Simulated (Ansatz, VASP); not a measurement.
## Mg: VASP beside Ansatz

```
Mg
1.0
     3.14379    0.00000    0.00000
    -1.57189    2.72260    0.00000
     0.00000    0.00000    5.10394
Mg
2
Cartesian
  1.5719 0.9075 3.8280
  0.0000 1.8151 1.2760
```

Alike in both runs: task single point; functional PBEsol-based screened hybrid; k mesh 5 × 5 × 3; occupations fermi-dirac, width 0.05 eV; no spin polarisation.

|  | VASP | Ansatz |
| --- | --- | --- |
| version | VASP 6.6.1 | Ansatz 0.2.0 |
| potentials or method | VASP PAW PBE potentials, release 64 (Mg) | Ansatz PAW |
| plane-wave cutoff (eV) | 520 | 420 |
| valence electrons in the cell | 4 | 20 |

VASP gave:

| Item | Value |
| --- | --- |
| gap on the k mesh at the Fermi level (eV) | none |
| pressure (GPa) | 1.3 |
| traceless stress, the component that is largest in VASP (GPa) | 0.59 |

Q: What did Ansatz give for the same quantities?

A: gap on the k mesh at the Fermi level (eV): none; pressure (GPa): 1.4; traceless stress, the component that is largest in VASP (GPa): 0.59.

VASP's potentials were made for PBE, not for PBEsol-based screened hybrid. A gap of «none» marks a metal or a gap that the smearing closes. VASP's potentials hold 4 valence electrons a cell and Ansatz's 20, so a difference there can come from the potentials and not from the codes.

The k mesh is coarse, so the values compare programs but aren't converged.
